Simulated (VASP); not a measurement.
# PtS2 in VASP: a series of runs

The runs below take PtS2 through single point, with PBEsol, PBEsol+D3(BJ).

All numbers are computed with VASP 6.6.1; they aren't measurements. Logs are shortened: lines on timing, memory, paths and dates and some standing lists are left out, and cuts for length are marked.

## Step 1: The cell of the first run

It takes space group P-3m1 (No. 164, trigonal). Conventional cell: a = 3.591 Å, b = 3.591 Å, c = 4.761 Å, α = 90.00°, β = 90.00°, γ = 120.00°. Pt (site symmetry -3m) has 6 S at 2.39 Å within 3.2 Å. Within 3.2 Å of S (site symmetry 3m) lie 3 Pt at 2.39 Å and 6 S at 3.15 to 3.16 Å.

## Step 2: Single point, PBEsol

The input, INCAR:

```
PREC = Accurate ; ENCUT = 520
EDIFF = 1E-6 ; ISMEAR = 0
SIGMA = 0.01 ; LREAL = False
LASPH = True ; NELM = 60
ALGO = Normal ; ISIF = 2
LWAVE = False ; LCHARG = True
GGA = PS ; LELF = True
LVHAR = True ; NBANDS = 18
```

The input, KPOINTS:

```
Automatic mesh
0
Gamma
  10 10 6
```

The input, POSCAR:

```
PtS2
1.0
    3.5912446758      0.0000000000      0.0000000000
   -1.7956223379      3.1101091205      0.0000000000
    0.0000000000      0.0000000000      4.7607928364
Pt S
1 2
Direct
    0.0000000000      0.0000000000      0.0000000000
    0.3333333333      0.6666666667      0.2491954517
    0.6666666667      0.3333333333      0.7508045483
```

Potentials or basis: VASP PAW PBE potentials, release 64 (Pt, S).

On the command line:

```console
$ cat potpaw_PBE.64/Pt/POTCAR potpaw_PBE.64/S/POTCAR > POTCAR
$ mpirun -np 1 vasp_std > vasp.out
```

OUTCAR:

```text
PREC = Accurate
   ENCUT = 520
   EDIFF = 1E-6
   ISMEAR = 0
   LREAL = False
   LASPH = True
   NELM = 60
   ISIF = 2
   GGA = PS

 ion  position               nearest neighbor table
   1  0.000  0.000  0.000-   2 2.39   3 2.39   3 2.39   2 2.39   3 2.39   2 2.39
   2  0.333  0.667  0.249-   1 2.39   1 2.39   1 2.39
   3  0.667  0.333  0.751-   1 2.39   1 2.39   1 2.39

  LATTYP: Found a hexagonal cell.
 ALAT       =     3.5912446758
 C/A-ratio  =     1.3256665213

  Lattice vectors:

 A1 = (   3.5912446758,   0.0000000000,   0.0000000000)
 A2 = (  -1.7956223379,   3.1101091205,   0.0000000000)
 A3 = (   0.0000000000,   0.0000000000,   4.7607928364)

Analysis of symmetry for initial positions (statically):
=====================================================================
 Subroutine PRICEL returns:
 Original cell was already a primitive cell.

 Routine SETGRP: Setting up the symmetry group for a
 hexagonal supercell.

 Subroutine GETGRP returns: Found 12 space group operations
 (whereof 12 operations were pure point group operations)
 out of a pool of 24 trial point group operations.

The static configuration has the point symmetry D_3d.

Analysis of symmetry for dynamics (positions and initial velocities):
=====================================================================
 Subroutine PRICEL returns:
 Original cell was already a primitive cell.

 Routine SETGRP: Setting up the symmetry group for a
 hexagonal supercell.

 Subroutine GETGRP returns: Found 12 space group operations
 (whereof 12 operations were pure point group operations)
 out of a pool of 24 trial point group operations.

The dynamic configuration has the point symmetry D_3d.

 Subroutine INISYM returns: Found 12 space group operations
 (whereof 12 operations are pure point group operations),
 and found     1 'primitive' translations

----------------------------------------------------------------------------------------

                                     Primitive cell

  volume of cell :      53.1741

  direct lattice vectors                    reciprocal lattice vectors
     3.591244676  0.000000000  0.000000000     0.278454990  0.160766063  0.000000000
    -1.795622338  3.110109121  0.000000000     0.000000000  0.321532127  0.000000000
     0.000000000  0.000000000  4.760792836     0.000000000  0.000000000  0.210049047

  length of vectors
     3.591244676  3.591244676  4.760792836     0.321532127  0.321532127  0.210049047

  position of ions in fractional coordinates (direct lattice)
     0.000000000  0.000000000  0.000000000
     0.333333333  0.666666667  0.249195452
     0.666666667  0.333333333  0.750804548

  ion indices of the primitive-cell ions
   primitive index   ion index
                 1           1
                 2           2
                 3           3

----------------------------------------------------------------------------------------

 KPOINTS: Automatic mesh

Automatic generation of k-mesh.
 Grid dimensions read from file:
 generate k-points for:   10   10    6

 Generating k-lattice:

  Cartesian coordinates                     Fractional coordinates (reciprocal lattice)
     0.027845499  0.016076606  0.000000000     0.100000000  0.000000000  0.000000000
     0.000000000  0.032153213  0.000000000     0.000000000  0.100000000  0.000000000
     0.000000000  0.000000000  0.035008175     0.000000000  0.000000000  0.166666667

  Length of vectors
     0.032153213  0.032153213  0.035008175

  Shift w.r.t. Gamma in fractional coordinates (k-lattice)
     0.000000000  0.000000000  0.000000000

 Subroutine IBZKPT returns following result:
 ===========================================

 Found     72 irreducible k-points:

 Following reciprocal coordinates:
            Coordinates               Weight
  0.000000  0.000000  0.000000      1.000000
  0.100000 -0.000000  0.000000      6.000000
  0.200000 -0.000000  0.000000      6.000000
  0.300000 -0.000000  0.000000      6.000000
  0.400000  0.000000  0.000000      6.000000
  0.500000 -0.000000  0.000000      3.000000
[... 16 lines left out ...]
  0.000000  0.400000  0.166667      6.000000
  0.500000 -0.000000  0.166667      6.000000
 [... further k-points ...]
   k-points           NKPTS =     72   k-points in BZ     NKDIM =     72   number of bands    NBANDS=     18
   number of dos      NEDOS =    301   number of ions     NIONS =      3
   total plane-waves  NPLWV =  28224
   dimension x,y,z NGX =    28 NGY =   28 NGZ =   36
   dimension x,y,z NGXF=    56 NGYF=   56 NGZF=   72
   ions per type =               1   2
   NGX,Y,Z   is equivalent  to a cutoff of  12.96, 12.96, 12.57 a.u.
   NGXF,Y,Z  is equivalent  to a cutoff of  25.92, 25.92, 25.14 a.u.
 SYSTEM =  unknown system
   PREC   = accura    normal or accurate (medium, high low for compatibility)
   ISTART =      0    job   : 0-new  1-cont  2-samecut
   ICHARG =      2    charge: 1-file 2-atom 10-const
   ISPIN  =      1    spin polarized calculation?
   LNONCOLLINEAR =      F non collinear calculations
   LSORBIT =      F    spin-orbit coupling
   LASPH  =      T    aspherical Exc in radial PAW
   ENCUT  =  520.0 eV  38.22 Ry    6.18 a.u.   6.68  6.68  8.85*2*pi/ulx,y,z
   NELM   =     60;   NELMIN=  2; NELMDL= -5     # of ELM steps
   EDIFF  = 0.1E-05   stopping-criterion for ELM
   LREAL  =      F    real-space projection
   EDIFFG = 0.1E-04   stopping-criterion for IOM
   NSW    =      0    number of steps for IOM
   IBRION =     -1    ionic relax: 0-MD 1-quasi-New 2-CG
   NFREE  =      0    steps in history (QN), initial steepest desc. (CG)
   ISIF   =      2    stress and relaxation
   ISYM   =      2    0-nonsym 1-usesym 2-fastsym
   POTIM  = 0.5000    time-step for ionic-motion
   TEBEG  =    0.0;   TEEND  =   0.0 temperature during run
   PSTRESS=    0.0 pullay stress
   NELECT =      22.0000    total number of electrons
   NUPDOWN=      -1.0000    fix difference up-down
   EMIN   =  10.00;   EMAX   =-10.00  energy-range for DOS
   EFERMI =   0.00;   METHOD = LEGACY
   ISMEAR =     0;   SIGMA  =   0.01  broadening in eV -4-tet -1-fermi 0-gaus
   EFERMI_NEDOS =   21; number of points for ismear=-14 and -15
   IALGO  =     38    algorithm
   IMIX   =      4    mixing-type and parameters
     AMIX     =   0.40;   BMIX     =  1.00
     AMIX_MAG =   1.60;   BMIX_MAG =  1.00
  volume/ion in A,a.u.               =      17.72       119.61
  Fermi-wavevector in a.u.,A,eV,Ry     =   1.219876  2.305232 20.246801  1.488098
  Thomas-Fermi vector in A             =   2.355113
   LORBIT       =      0    0 simple, 1 ext, 2 COOP (PROOUT), +10 PAW based schemes
   GGA     = PS    functional components
   LHFCALC =     F    Hartree Fock is set to
   AEXX    =    0.0000 exact exchange contribution
   IVDW    =     0    specifies the selected vdW correction
   LEPSILON=     F    determine dielectric tensor
   LRPA    =     F    only Hartree local field effects (RPA)
 non-spin polarized calculation
 Gauss-broadening in eV      SIGMA  =   0.01
  energy-cutoff  :      520.00
  volume of cell :       53.17
 maximum number of plane-waves:      1458
 NGX is ok and might be reduce to    28
   NGX = 13   NGY = 13   NGZ = 17

 number of electron      22.0000002 magnetization

 Free energy of the ion-electron system (eV)
  ---------------------------------------------------
  ext. energy  EPLUGINS =         0.00000000
  ---------------------------------------------------
  free energy    TOTEN  =       -16.99461903 eV

  energy without entropy =      -16.99461903  energy(sigma->0) =      -16.99461903

 E-fermi :   7.4834     XC(G=0): -11.0580

 val. band max:        7.4100564341   @ k =   0.0000   0.0000   0.0000
 cond. band min:       7.6194324220   @ k =   0.0000   0.3000   0.3333
 fundamental gap:      0.2093759880
 Fermi energy:         7.4834199608

 k-point     1 :       0.0000    0.0000    0.0000
  band No.  band energies     occupation
      1      -8.3551      2.00000
      2      -5.0258      2.00000
      3       0.0027      2.00000
      4       0.3596      2.00000
      5       0.3596      2.00000
      6       3.2543      2.00000
[... 10 lines left out ...]
     17      14.8341      0.00000
     18      19.7991      0.00000

 k-point     2 :       0.1000   -0.0000    0.0000
  band No.  band energies     occupation
      1      -8.2292      2.00000
      2      -5.1135      2.00000
      3       0.1375      2.00000
      4       0.4439      2.00000
      5       0.4911      2.00000
      6       3.0655      2.00000
[... 10 lines left out ...]
     17      15.2138      0.00000
     18      18.0860      0.00000

 k-point     3 :       0.2000   -0.0000    0.0000
  band No.  band energies     occupation
      1      -7.8699      2.00000
      2      -5.3350      2.00000
      3       0.4918      2.00000
      4       0.6689      2.00000
      5       0.8608      2.00000
      6       2.4143      2.00000
[... 10 lines left out ...]
     17      15.9987      0.00000
     18      16.5181      0.00000

 k-point     4 :       0.3000   -0.0000    0.0000
  band No.  band energies     occupation
      1      -7.3379      2.00000
      2      -5.6111      2.00000
      3       0.7249      2.00000
      4       0.9407      2.00000
      5       1.3479      2.00000
      6       1.7461      2.00000
[... 375 lines left out ...]
      4       1.1178      2.00000
      5       1.8499      2.00000
      6       2.1960      2.00000
[... 10 lines left out ...]
     17      15.9804      0.00000
     18      16.8683      0.00000

 k-point    23 :       0.0000    0.4000    0.1667
  band No.  band energies     occupation
      1      -6.7775      2.00000
      2      -5.8061      2.00000
      3      -0.1449      2.00000
      4       1.0330      2.00000
      5       1.1941      2.00000
      6       2.7575      2.00000
[... 10 lines left out ...]
     17      16.6258      0.00000
     18      17.1871      0.00000

 k-point    24 :       0.5000   -0.0000    0.1667
  band No.  band energies     occupation
      1      -6.3786      2.00000
      2      -6.0892      2.00000
      3      -0.3241      2.00000
      4       1.1124      2.00000
      5       1.6549      2.00000
      6       2.8632      2.00000
[... 10 lines left out ...]
     17      16.2491      0.00000
     18      17.5622      0.00000

 [... further k-points ...]

------------------------ aborting loop because EDIFF is reached ----------------------------------------

  FORCE on cell =-STRESS in cart. coord.  units (eV):
  Direction    XX          YY          ZZ          XY          YZ          ZX
  --------------------------------------------------------------------------------------
  -------------------------------------------------------------------------------------
  Total       -0.6061833     -0.6061833     -0.1093265      0.0000000      0.0000000      0.0000000
  in kB      -18.2647870    -18.2647870     -3.2940945      0.0000000      0.0000000      0.0000000
  external PRESSURE =     -13.2745562 kB  Pullay stress =       0.0000000 kB

 VOLUME and BASIS-vectors are now :
 -----------------------------------------------------------------------------
  energy-cutoff  :      520.00
  volume of cell :       53.17
      direct lattice vectors                 reciprocal lattice vectors
     3.591244676  0.000000000  0.000000000     0.278454990  0.160766063  0.000000000
    -1.795622338  3.110109121  0.000000000     0.000000000  0.321532127  0.000000000
     0.000000000  0.000000000  4.760792836     0.000000000  0.000000000  0.210049047

 POSITION                                       TOTAL-FORCE (eV/Angst)
 -----------------------------------------------------------------------------------
      0.00000      0.00000      0.00000        -0.000000      0.000000      0.000000
     -0.00000      2.07341      1.18637        -0.000000      0.000000     -0.021736
      1.79562      1.03670      3.57442         0.000000     -0.000000      0.021736
 -----------------------------------------------------------------------------------
    total drift:                                0.000000     -0.000000     -0.000000

  FREE ENERGIE OF THE ION-ELECTRON SYSTEM (eV)
  ---------------------------------------------------
  free  energy   TOTEN  =       -16.9946190318 eV

  energy  without entropy=      -16.9946190318  energy(sigma->0) =      -16.99461903
```

Run time: 71 s. Hardware: 1 thread of Intel Xeon 8259CL, shared host; peak memory 0.22 GiB.

Results:

- Free energy: -16.9946 eV
- Pressure: -1.3 GPa
- Largest force: 0.022 eV/Å
- Band gap on the k mesh: 0.21 eV (least direct gap 0.89 eV)

Forces on the atoms (eV/Å):
```
Pt   0.000  0.000  0.000
S    0.000  0.000 -0.022
S    0.000  0.000  0.022
```

Levels at points of the mesh, in eV from the valence-band top:
| k point | band 9 | band 10 | band 11 | band 12 | band 13 | band 14 |
| --- | --- | --- | --- | --- | --- | --- |
| (0.00, 0.00, 0.00) | -1.49 | -1.49 | 0.00 | 1.48 | 1.48 | 3.78 |
| (0.50, 0.00, 0.00) | -3.52 | -3.44 | -2.82 | 0.94 | 2.36 | 5.16 |
| (0.00, 0.00, 0.50) | -1.90 | -1.90 | -1.39 | 2.36 | 2.36 | 5.20 |
| (0.50, 0.00, 0.50) | -3.20 | -3.14 | -1.49 | 1.09 | 1.71 | 4.91 |

Caveat: the PAW data sets were made with another functional, which shifts forces and pressure a little; spin-orbit coupling is left out, which moves the levels of the heavy elements.

## Step 3: Single point, PBEsol+D3(BJ)

This run uses another cell than the first one, of 17.46 Å³/atom.

The input, INCAR:

```
PREC     = Accurate       # precision mode
ENCUT    = 520            # plane-wave cutoff, eV
EDIFF    = 1E-6           # SCF threshold, eV
ISMEAR   = 0              # smearing method
SIGMA    = 0.01           # smearing width, eV
LREAL    = False          # projectors in reciprocal space
LASPH    = True           # aspherical terms in the spheres
NELM     = 80             # most SCF steps
ALGO     = Normal         # electronic algorithm
ISIF     = 2              # what is computed and relaxed
LWAVE    = False          # write WAVECAR
LCHARG   = False          # write CHGCAR
GGA      = PS             # functional
IVDW     = 12             # dispersion correction
ISYM     = 0            
NBANDS   = 18             # bands
```

The input, KPOINTS:

```
Automatic mesh
0
Gamma
  10 10 6
  0.5 0.5 0.5
```

The input, POSCAR:

```
PtS2
1.0
    3.5733777869      0.0000000000      0.0000000000
   -1.7866888934      3.0946359408      0.0000000000
    0.0000000000      0.0000000000      4.7371073000
Pt S
1 2
Direct
    0.0000000000      0.0000000000      0.0000000000
    0.3333333333      0.6666666667      0.2524636773
    0.6666666667      0.3333333333      0.7475363227
```

Potentials or basis: VASP PAW PBE potentials, release 64 (Pt, S).

On the command line:

```console
$ cat potpaw_PBE.64/Pt/POTCAR potpaw_PBE.64/S/POTCAR > POTCAR
$ mpirun -np 1 vasp_std > vasp.out
```

Run time: 16 min. Hardware: 1 thread of Intel Xeon 8259CL, shared host; peak memory 0.83 GiB.

The run converged. Its results:

* Free energy: -18.1351 eV
* Pressure: -3.8 GPa
* Largest force: 0.029 eV/Å
* Band gap on the k mesh: 0.29 eV (least direct gap 0.67 eV)
* Dispersion energy per atom: -0.379 eV

Forces in eV/Å, atoms in the order of the input:
```
Pt   0.000  0.000  0.000
S    0.000  0.000 -0.029
S    0.000  0.000  0.029
```

Stress tensor (GPa, compression positive):
```
-3.92  0.00  0.00
 0.00 -3.92  0.00
 0.00  0.00 -3.71
```

Levels at points of the mesh, in eV from the valence-band top:
```tsv
k point	band 7	band 8	band 9	band 10	band 11	band 12	band 13	band 14	band 15	band 16
(0.05, 0.05, 0.08)	-4.21	-2.55	-1.61	-1.42	-0.10	1.31	1.62	4.42	5.61	7.25
```

Caveat: three body term missing; the cell stands under tension; the PAW data sets were made with another functional, which shifts forces and pressure a little; spin-orbit coupling is left out, which moves the levels of the heavy elements; a shifted mesh leaves out Γ, where band edges can lie.

## Step 4: Single point, PBEsol (equal xy, yz and zx engineering shears of -0.5 %)

The input, INCAR:

```
  PREC = Accurate
  ENCUT = 520
  EDIFF = 1E-6
  ISMEAR = 0
  SIGMA = 0.01
  LREAL = F
  LASPH = T
  NELM = 60
  ALGO = Normal
  ISIF = 2
  LWAVE = F
  LCHARG = F
  GGA = PS
  NBANDS = 18
```

The input, KPOINTS:

```
Automatic mesh
0
Gamma
  10 10 6
```

The input, POSCAR:

```
PtS2
1.0
    3.5733777869     -0.0089334445     -0.0089334445
   -1.7944254833      3.0991026630     -0.0032698676
   -0.0118427682     -0.0118427682      4.7371073000
Pt S
1 2
Direct
    0.0000000000      0.0000000000      0.0000000000
    0.3348518576      0.6683001226      0.2522855964
    0.6651481424      0.3316998774      0.7477144036
```

On the command line:

```console
$ cat potpaw_PBE.64/Pt/POTCAR potpaw_PBE.64/S/POTCAR > POTCAR
$ mpirun -np 1 vasp_std > vasp.out
```

Run time: 5.4 min. Hardware: 1 thread of Intel Xeon 8259CL, shared host; peak memory 0.39 GiB.

Results (log left out):

- Free energy: -16.9969 eV
- Pressure: -0.2 GPa
- Largest force: 0.023 eV/Å
- Band gap on the k mesh: 0.17 eV (least direct gap 0.86 eV)

Forces in eV/Å, atoms in the order of the input:
```
Pt   0.000  0.000  0.000
S    0.000  0.000 -0.023
S    0.000  0.000  0.023
```

Stress tensor (GPa, compression positive):
```
-0.40  0.29  0.09
 0.29 -0.17  0.20
 0.09  0.20  0.02
```

Levels at points of the mesh, in eV from the valence-band top:
| k point | band 7 | band 8 | band 9 | band 10 | band 11 | band 12 | band 13 | band 14 | band 15 | band 16 |
| --- | --- | --- | --- | --- | --- | --- | --- | --- | --- | --- |
| (0.00, 0.00, 0.00) | -4.23 | -2.41 | -1.55 | -1.52 | 0.00 | 1.38 | 1.41 | 3.68 | 5.00 | 7.35 |
| (0.50, 0.00, 0.00) | -3.98 | -3.93 | -3.58 | -3.49 | -2.89 | 0.89 | 2.36 | 5.16 | 6.14 | 7.30 |
| (0.00, 0.50, 0.00) | -3.97 | -3.94 | -3.58 | -3.49 | -2.90 | 0.88 | 2.34 | 5.19 | 6.19 | 7.35 |
| (0.50, 0.50, 0.00) | -3.98 | -3.92 | -3.58 | -3.49 | -2.90 | 0.88 | 2.35 | 5.21 | 6.21 | 7.38 |
| (0.00, 0.00, 0.50) | -4.28 | -3.21 | -2.00 | -1.95 | -1.44 | 2.32 | 2.36 | 5.17 | 6.78 | 6.87 |
| (0.50, 0.00, 0.50) | -3.61 | -3.60 | -3.24 | -3.20 | -1.54 | 0.98 | 1.72 | 4.82 | 5.01 | 7.48 |
| (0.00, 0.50, 0.50) | -3.62 | -3.60 | -3.22 | -3.21 | -1.55 | 0.99 | 1.74 | 4.79 | 5.01 | 7.55 |
| (0.50, 0.50, 0.50) | -3.62 | -3.60 | -3.23 | -3.20 | -1.55 | 0.99 | 1.71 | 4.82 | 5.03 | 7.53 |

Caveat: the cell differs from its parent crystal (equal xy, yz and zx engineering shears of -0.5 %); the PAW data sets were made with another functional, which shifts forces and pressure a little; spin-orbit coupling is left out, which moves the levels of the heavy elements.

[end of part 1 of 2]
